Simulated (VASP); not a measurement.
Wanted: the native input for a VASP 6.6.1 run.

* Task: single point
* Functional: PBE
* Potentials or basis: VASP PAW PBE potentials, release 64 (Co_sv, Ti_sv)
* Cutoff: 600 eV
* k mesh: 9 × 9 × 9
* Occupations: fermi-dirac, width 0.05 eV
* Spin: collinear spin, ferromagnetic start
* Starting moments: [2.0, 1.0] μB
* Dipole correction: no
* Second run: valence_matched
* Further INCAR settings: ALGO = Normal; EDIFF = 1e-06; NBANDS = 26

The structure of TiCo lies in POSCAR:

```
TiCo
1.0
    3.0446770546      0.0000000000      0.0000000000
    0.0000000000      3.0446770546      0.0000000000
    0.0000000000      0.0000000000      3.0446770546
Co Ti
1 1
Direct
    0.5000000000      0.5000000000      0.5000000000
    0.0000000000      0.0000000000      0.0000000000
```

One way to write it, as run:

INCAR

```
PREC = Accurate
ENCUT = 600
EDIFF = 1E-6
ISMEAR = -1
SIGMA = 0.05
LREAL = F
LASPH = T
NELM = 200
ALGO = Normal
ISIF = 2
LWAVE = F
LCHARG = F
ISPIN = 2
MAGMOM = 2 1
LORBIT = 11
LMAXMIX = 4
GGA = PE
NBANDS = 26
GGA_COMPAT = F
```

KPOINTS

```
regular mesh
0
Gamma
  9 9 9
```

Potentials or basis: VASP PAW PBE potentials, release 64 (Co_sv, Ti_sv).

The run is started by

```sh
$ cat potpaw_PBE.64/Co_sv/POTCAR potpaw_PBE.64/Ti_sv/POTCAR > POTCAR
$ mpirun -np 1 vasp_std > vasp.out
```

It gave:

| Quantity | Value |
| --- | --- |
| Pressure | -10.2 GPa |
| Net moment | 0.87 μB per cell |
| Site moments | Co +1.01; Ti -0.08 μB |
| Valence electrons inside the program's atomic spheres | Co 15.06; Ti 10.21 |

Wall time 22 s on 1 thread of Intel(R) Xeon(R) 6975P-C (Granite Rapids) (shared host), peak memory 0.18 GiB.
